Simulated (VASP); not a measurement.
Here is a VASP 6.6.1 calculation.

POSCAR

```
In
1.0
   -1.6145604767      1.6145604767      2.4570974863
    1.6145604767     -1.6145604767      2.4570974863
    1.6145604767      1.6145604767     -2.4570974863
In
1
Direct
    0.0000000000      0.0000000000      0.0000000000
```

File INCAR.step1:

```
SYSTEM = In
PREC = Accurate ; ENCUT = 520
ISMEAR = -1 ; SIGMA = 0.05
LREAL = .FALSE. ; LASPH = .TRUE.
NELM = 100 ; NBANDS = 12
GGA = PE ; ALGO = Normal
EDIFF = 1E-4 ; LWAVE = .TRUE.
LCHARG = .FALSE.
```

The input INCAR.step2:

```
SYSTEM = In
PREC = Accurate ; ENCUT = 520
EDIFF = 1E-6 ; ISMEAR = -1
SIGMA = 0.05 ; LREAL = .FALSE.
LASPH = .TRUE. ; NELM = 100
ALGO = Normal ; ISIF = 2
LWAVE = .FALSE. ; LCHARG = .FALSE.
METAGGA = R2SCAN ; LMIXTAU = .TRUE.
NBANDS = 12 ; ISTART = 1
```

File KPOINTS:

```
regular mesh
0
G
  11 11 11
  0 0 0
```

Potentials or basis: VASP PAW PBE potentials, release 64 (In_d).

Launch:

```console
$ cat potpaw_PBE.64/In_d/POTCAR > POTCAR
$ cp INCAR.step1 INCAR
$ mpirun -np 1 vasp_std > vasp.out
$ cp INCAR.step2 INCAR
$ mpirun -np 1 vasp_std > vasp.out
```

(1) What does it give for the pressure?

Results:

(1) 1.2 GPa.

Caveat: the PAW data sets were made with another functional, which shifts forces and pressure a little.
